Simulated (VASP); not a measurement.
# Si2Ge (P1) in VASP: relaxation of cell and atoms with PBE

Aim: the relaxation of cell and atoms of Si2Ge with PBE.

Program: VASP 6.6.1. These are calculated values, not measurements. Logs are shortened: lines on timing, memory, paths and dates and some standing lists are left out, and cuts for length are marked.

**1. The cell of the first run**

The typed cell holds 12 atoms: a = 3.819 Å, b = 6.914 Å, c = 9.713 Å, α = 89.91°, β = 90.38°, γ = 88.94°.

**2. Relaxation of cell and atoms, PBE**

INCAR

```
PREC = Accurate
ENCUT = 600
EDIFF = 1E-6
ISMEAR = 0
SIGMA = 0.1
LREAL = F
LASPH = T
NELM = 80
ALGO = Normal
ISIF = 3
LWAVE = F
LCHARG = F
GGA = PE
IBRION = 2
NSW = 80
EDIFFG = -0.025
```

KPOINTS

```
regular mesh
0
Gamma
  4 2 2
```

POSCAR

```
Si2Ge
1.0
    3.8192912965      0.0360813896     -0.0127586632
    0.0624947998      6.9137965536      0.0054664403
   -0.0312259657      0.0077242209      9.7125909128
Si Ge
8 4
Direct
   -0.0305244606      0.3481957260      0.5419354265
    0.4878069401      0.8347847140      0.5533528189
    0.4975774335      0.1809459000      0.2147564316
    0.0004916638      0.6777484129      0.2109913159
    0.0321900848      0.3246652536      0.7617926502
    0.4816146120      0.8314820211      0.7936588764
    0.4987194023      0.1630990546      0.4486721524
    0.0291274351      0.6535373341      0.4541772575
    0.4817938621      0.4904833840      0.8705923758
    0.0269101858      1.0046449897      0.8842959615
   -0.0091567645     -0.0084767422      0.1312997047
    0.5034496053      0.4988899522      0.1344750286
```

Potentials or basis: VASP PAW PBE potentials, release 64 (Si, Ge_d).

Launch:

```
cat potpaw_PBE.64/Si/POTCAR potpaw_PBE.64/Ge_d/POTCAR > POTCAR
mpirun -np 1 vasp_std > vasp.out
```

OUTCAR:

```text
PREC = Accurate
   ENCUT = 600
   EDIFF = 1E-6
   ISMEAR = 0
   LREAL = F
   LASPH = T
   NELM = 80
   ISIF = 3
   GGA = PE
   IBRION = 2
   NSW = 80
   EDIFFG = -0.025

 ion  position               nearest neighbor table
   1  0.969  0.348  0.542-   5 2.15   8 2.29   7 2.40   7 2.54
   2  0.488  0.835  0.553-   6 2.33   8 2.37   7 2.49   8 2.59
   3  0.498  0.181  0.215-   7 2.28  12 2.33  11 2.42  11 2.49
   4  0.000  0.678  0.211-  11 2.30   8 2.37  12 2.39  12 2.40
   5  0.032  0.325  0.762-   1 2.15   9 2.33  10 2.51   9 2.61
   6  0.482  0.831  0.794-  10 2.27   2 2.33   9 2.47  10 2.57
   7  0.499  0.163  0.449-   3 2.28   1 2.40   2 2.49   1 2.54
   8  0.029  0.654  0.454-   1 2.29   4 2.37   2 2.37   2 2.59
   9  0.482  0.490  0.871-   5 2.33   6 2.47  12 2.56   5 2.61
  10  0.027  0.005  0.884-   6 2.27  11 2.41   5 2.51   6 2.57
  11  0.991  0.992  0.131-   4 2.30  10 2.41   3 2.42   3 2.49
  12  0.503  0.499  0.134-   3 2.33   4 2.39   4 2.40   9 2.56

  LATTYP: Found a triclinic cell.
 ALAT       =     3.8194830354
 B/A-ratio  =     2.0518191100
 C/A-ratio  =     2.5429211466
 COS(alpha) =     0.0045646569
 COS(beta)  =     0.0065477048
 COS(gamma) =     0.4710667240

  Lattice vectors:

 A1 = (   3.8192912965,   0.0360813896,  -0.0127586632)
 A2 = (   3.7567964967,  -6.8777151640,  -0.0182251035)
 A3 = (   0.0312259657,  -0.0077242209,  -9.7125909128)

Analysis of symmetry for initial positions (statically):
=====================================================================
 Subroutine PRICEL returns:
 Original cell was already a primitive cell.

 Routine SETGRP: Setting up the symmetry group for a
 triclinic supercell.

 Subroutine GETGRP returns: Found  1 space group operations
 (whereof  1 operations were pure point group operations)
 out of a pool of  2 trial point group operations.

The static configuration has the point symmetry C_1 .

Analysis of symmetry for dynamics (positions and initial velocities):
=====================================================================
 Subroutine PRICEL returns:
 Original cell was already a primitive cell.

 Routine SETGRP: Setting up the symmetry group for a
 triclinic supercell.

 Subroutine GETGRP returns: Found  1 space group operations
 (whereof  1 operations were pure point group operations)
 out of a pool of  2 trial point group operations.

The dynamic configuration has the point symmetry C_1 .

 Subroutine INISYM returns: Found  1 space group operations
 (whereof  1 operations are pure point group operations),
 and found     1 'primitive' translations

----------------------------------------------------------------------------------------

                                     Primitive cell

  volume of cell :     256.4439

  direct lattice vectors                    reciprocal lattice vectors
     3.819291296  0.036081390 -0.012758663     0.261853866 -0.002367602  0.000843743
     0.062494800  6.913796554  0.005466440    -0.001366936  0.144650782 -0.000119432
    -0.031225966  0.007724221  9.712590913     0.000344746 -0.000084522  0.102960315

  length of vectors
     3.819483035  6.914081159  9.712644180     0.261865929  0.144657290  0.102960927

  position of ions in fractional coordinates (direct lattice)
     0.969475539  0.348195726  0.541935426
     0.487806940  0.834784714  0.553352819
     0.497577433  0.180945900  0.214756432
     0.000491664  0.677748413  0.210991316
     0.032190085  0.324665254  0.761792650
     0.481614612  0.831482021  0.793658876
     0.498719402  0.163099055  0.448672152
     0.029127435  0.653537334  0.454177257
     0.481793862  0.490483384  0.870592376
     0.026910186  0.004644990  0.884295962
     0.990843236  0.991523258  0.131299705
     0.503449605  0.498889952  0.134475029

  ion indices of the primitive-cell ions
   primitive index   ion index
                 1           1
                 2           2
                 3           3
                 4           4
                 5           5
                 6           6
                 7           7
                 8           8
                 9           9
                10          10
                11          11
                12          12

----------------------------------------------------------------------------------------

 KPOINTS: regular mesh

Automatic generation of k-mesh.
 Grid dimensions read from file:
 generate k-points for:    4    2    2

 Generating k-lattice:

  Cartesian coordinates                     Fractional coordinates (reciprocal lattice)
     0.065463467 -0.000591900  0.000210936     0.250000000  0.000000000 -0.000000000
    -0.000683468  0.072325391 -0.000059716     0.000000000  0.500000000  0.000000000
     0.000172373 -0.000042261  0.051480157     0.000000000  0.000000000  0.500000000

  Length of vectors
     0.065466482  0.072328645  0.051480463

  Shift w.r.t. Gamma in fractional coordinates (k-lattice)
     0.000000000  0.000000000  0.000000000

 Subroutine IBZKPT returns following result:
 ===========================================

 Found     12 irreducible k-points:

 Following reciprocal coordinates:
            Coordinates               Weight
  0.000000  0.000000  0.000000      1.000000
  0.250000 -0.000000  0.000000      2.000000
  0.500000 -0.000000  0.000000      1.000000
  0.000000  0.500000  0.000000      1.000000
  0.250000  0.500000  0.000000      2.000000
  0.500000  0.500000 -0.000000      1.000000
  0.000000  0.000000  0.500000      1.000000
  0.250000  0.000000  0.500000      2.000000
  0.500000 -0.000000  0.500000      1.000000
 -0.000000  0.500000  0.500000      1.000000
  0.250000  0.500000  0.500000      2.000000
  0.500000  0.500000  0.500000      1.000000
   k-points           NKPTS =     12   k-points in BZ     NKDIM =     12   number of bands    NBANDS=     52
   number of dos      NEDOS =    301   number of ions     NIONS =     12
   total plane-waves  NPLWV = 143360
   dimension x,y,z NGX =    32 NGY =   56 NGZ =   80
   dimension x,y,z NGXF=    64 NGYF=  112 NGZF=  160
   ions per type =               8   4
   NGX,Y,Z   is equivalent  to a cutoff of  13.93, 13.46, 13.69 a.u.
   NGXF,Y,Z  is equivalent  to a cutoff of  27.86, 26.93, 27.39 a.u.
 SYSTEM =  unknown system
   PREC   = accura    normal or accurate (medium, high low for compatibility)
   ISTART =      0    job   : 0-new  1-cont  2-samecut
   ICHARG =      2    charge: 1-file 2-atom 10-const
   ISPIN  =      1    spin polarized calculation?
   LNONCOLLINEAR =      F non collinear calculations
   LSORBIT =      F    spin-orbit coupling
   LASPH  =      T    aspherical Exc in radial PAW
   ENCUT  =  600.0 eV  44.10 Ry    6.64 a.u.   7.63 13.81 19.40*2*pi/ulx,y,z
   NELM   =     80;   NELMIN=  2; NELMDL= -5     # of ELM steps
   EDIFF  = 0.1E-05   stopping-criterion for ELM
   LREAL  =      F    real-space projection
   EDIFFG = -.3E-01   stopping-criterion for IOM
   NSW    =     80    number of steps for IOM
   IBRION =      2    ionic relax: 0-MD 1-quasi-New 2-CG
   NFREE  =      1    steps in history (QN), initial steepest desc. (CG)
   ISIF   =      3    stress and relaxation
   ISYM   =      2    0-nonsym 1-usesym 2-fastsym
   POTIM  = 0.5000    time-step for ionic-motion
   TEBEG  =    0.0;   TEEND  =   0.0 temperature during run
   PSTRESS=    0.0 pullay stress
   NELECT =      88.0000    total number of electrons
   NUPDOWN=      -1.0000    fix difference up-down
   EMIN   =  10.00;   EMAX   =-10.00  energy-range for DOS
   EFERMI =   0.00;   METHOD = LEGACY
   ISMEAR =     0;   SIGMA  =   0.10  broadening in eV -4-tet -1-fermi 0-gaus
   EFERMI_NEDOS =   21; number of points for ismear=-14 and -15
   IALGO  =     38    algorithm
   IMIX   =      4    mixing-type and parameters
     AMIX     =   0.40;   BMIX     =  1.00
     AMIX_MAG =   1.60;   BMIX_MAG =  1.00
  volume/ion in A,a.u.               =      21.37       144.21
  Fermi-wavevector in a.u.,A,eV,Ry     =   1.146142  2.165893 17.873162  1.313640
  Thomas-Fermi vector in A             =   2.282827
   LORBIT       =      0    0 simple, 1 ext, 2 COOP (PROOUT), +10 PAW based schemes
   GGA     = PE    functional components
   LHFCALC =     F    Hartree Fock is set to
   AEXX    =    0.0000 exact exchange contribution
   IVDW    =     0    specifies the selected vdW correction
   LEPSILON=     F    determine dielectric tensor
   LRPA    =     F    only Hartree local field effects (RPA)
 conjugate gradient relaxation of ions
 non-spin polarized calculation
 Gauss-broadening in eV      SIGMA  =   0.10
  energy-cutoff  :      600.00
  volume of cell :      256.44
 maximum number of plane-waves:      8598
 NGX is ok and might be reduce to    32
   NGX = 15   NGY = 27   NGZ = 39

--------------------------------------- Ionic step        1  -------------------------------------------

 number of electron      87.9999996 magnetization

 Free energy of the ion-electron system (eV)
  ---------------------------------------------------
  ext. energy  EPLUGINS =         0.00000000
  ---------------------------------------------------
  free energy    TOTEN  =       -59.41878457 eV

  energy without entropy =      -59.40700574  energy(sigma->0) =      -59.41289516

------------------------ aborting loop because EDIFF is reached ----------------------------------------

  FORCE on cell =-STRESS in cart. coord.  units (eV):
  Direction    XX          YY          ZZ          XY          YZ          ZX
  --------------------------------------------------------------------------------------
  -------------------------------------------------------------------------------------
  Total        3.5019326     -2.4011497      4.1300244     -0.7551366     -1.5645802      1.0955927
  in kB       21.8789226    -15.0015932     25.8030336     -4.7178450     -9.7749822      6.8449027
  external PRESSURE =      10.8934543 kB  Pullay stress =       0.0000000 kB
[... 119 lines left out ...]
  FREE ENERGIE OF THE ION-ELECTRON SYSTEM (eV)
  ---------------------------------------------------
  free  energy   TOTEN  =       -60.6086011661 eV

  energy  without entropy=      -60.6041231421  energy(sigma->0) =      -60.60636215

[... ionic steps 4 to 15 ...]

--------------------------------------- Ionic step       16  -------------------------------------------

 number of electron      88.0000010 magnetization

------------------------ aborting loop because EDIFF is reached ----------------------------------------

  FORCE on cell =-STRESS in cart. coord.  units (eV):
  Direction    XX          YY          ZZ          XY          YZ          ZX
  --------------------------------------------------------------------------------------
  -------------------------------------------------------------------------------------
  Total        0.0102623     -0.0524873     -0.0919486      0.0178990      0.0434091      0.0117861
  in kB        0.0639752     -0.3272044     -0.5732056      0.1115821      0.2706112      0.0734740
  external PRESSURE =      -0.2788116 kB  Pullay stress =       0.0000000 kB
[... 77 lines left out ...]
  energy  without entropy=      -60.9992389076  energy(sigma->0) =      -60.99923944

--------------------------------------- Ionic step       18  -------------------------------------------

 number of electron      88.0000011 magnetization

 Free energy of the ion-electron system (eV)
  ---------------------------------------------------
  ext. energy  EPLUGINS =         0.00000000
  ---------------------------------------------------
  free energy    TOTEN  =       -60.99954189 eV

  energy without entropy =      -60.99954077  energy(sigma->0) =      -60.99954133

 E-fermi :   5.6392     XC(G=0):  -9.4899

 val. band max:        5.3433567333   @ k =   0.0000   0.0000   0.0000
 cond. band min:       5.9349534115   @ k =   0.0000   0.0000   0.0000
 fundamental gap:      0.5915966782
 Fermi energy:         5.6391851499

 k-point     1 :       0.0000    0.0000    0.0000
  band No.  band energies     occupation
      1     -19.0983      2.00000
      2     -19.0937      2.00000
      3     -19.0213      2.00000
      4     -19.0165      2.00000
      5     -19.0147      2.00000
      6     -19.0141      2.00000
[... 688 lines left out ...]
  FREE ENERGIE OF THE ION-ELECTRON SYSTEM (eV)
  ---------------------------------------------------
  free  energy   TOTEN  =       -60.9995418882 eV

  energy  without entropy=      -60.9995407657  energy(sigma->0) =      -60.99954133

 reached required accuracy - stopping structural energy minimisation
```

Run time: 20 min. Hardware: 1 thread of AMD EPYC 9R45 (Zen 5), shared host; peak memory 0.44 GiB.

Results:

* Free energy: -60.9995 eV
* Relaxed volume: 21.42 Å³/atom
* Relaxed cell: a = 3.954 Å, b = 6.769 Å, c = 9.603 Å, α = 90.30°, β = 90.00°, γ = 90.00°
* Space group after relaxing (to 0.1 Å): P-3m1 (No. 164)
* Energy gained by relaxing: 131.7 meV/atom
* Ionic steps: 18
* Pressure after relaxing: -0.1 GPa
* Largest force after relaxing: 0.024 eV/Å
* Band gap on the k mesh: 0.59 eV

Forces in eV/Å, atoms in the order of the input:
```
Si   0.009 -0.001 -0.002
Si  -0.003  0.002  0.006
Si   0.009 -0.006  0.001
Si  -0.005 -0.007  0.001
Si  -0.013  0.011 -0.017
Si  -0.007  0.018  0.011
Si   0.020 -0.003 -0.004
Si   0.001 -0.001  0.014
Ge  -0.008  0.001 -0.007
Ge  -0.008  0.007  0.007
Ge   0.006 -0.012 -0.001
Ge  -0.001 -0.009 -0.009
```

The path:
| step | energy change (eV) | largest force (eV/Å) | pressure (GPa) | volume (Å³) |
| --- | --- | --- | --- | --- |
| 1 | 0.0000 | 3.5895 | 1.09 | 256.44 |
| 2 | -1.1898 | 1.2290 | -1.36 | 261.80 |
| 3 | -1.1898 | 1.2260 | -1.32 | 261.78 |
| 4 | -1.4710 | 0.6826 | 0.22 | 256.21 |
| 5 | -1.4746 | 0.6713 | 0.06 | 256.75 |
| 6 | -1.5408 | 0.2679 | 0.08 | 256.55 |
| 7 | -1.5427 | 0.2315 | 0.08 | 256.51 |
| 8 | -1.5564 | 0.1813 | -0.02 | 256.88 |
| 9 | -1.5573 | 0.2163 | -0.08 | 256.99 |
| 10 | -1.5681 | 0.1313 | 0.01 | 256.79 |
| 11 | -1.5702 | 0.1712 | 0.06 | 256.66 |
| 12 | -1.5769 | 0.0963 | 0.02 | 256.89 |
| 13 | -1.5775 | 0.1043 | -0.05 | 256.98 |
| 14 | -1.5796 | 0.0603 | 0.03 | 256.75 |
| 15 | -1.5796 | 0.0611 | 0.06 | 256.74 |
| 16 | -1.5804 | 0.0447 | -0.03 | 257.01 |
| 17 | -1.5805 | 0.0451 | 0.00 | 256.98 |
| 18 | -1.5808 | 0.0242 | -0.07 | 257.03 |

Final structure:
```
Si Ge
1.0
     3.95422   -0.00034   -0.00076
     0.00114    6.76869   -0.01736
     0.00191   -0.02548    9.60325
Si Ge
8 4
Cartesian
  3.9456 2.2420 5.1796
  1.9774 5.6247 5.1660
  1.9706 1.1310 2.0554
  0.0022 4.5169 2.0449
  0.0114 2.2273 7.5432
  1.9878 5.6090 7.5276
  1.9670 1.1191 4.4179
  3.9540 4.5022 4.4045
  1.9894 3.3513 8.3543
  0.0109 6.7340 8.3400
  3.9481 0.0080 1.2407
  1.9791 3.3917 1.2367
```

Caveat: the k points lie up to 0.46 Å⁻¹ apart in the final cell; semilocal functionals underestimate gaps, and a narrow one can read as zero.
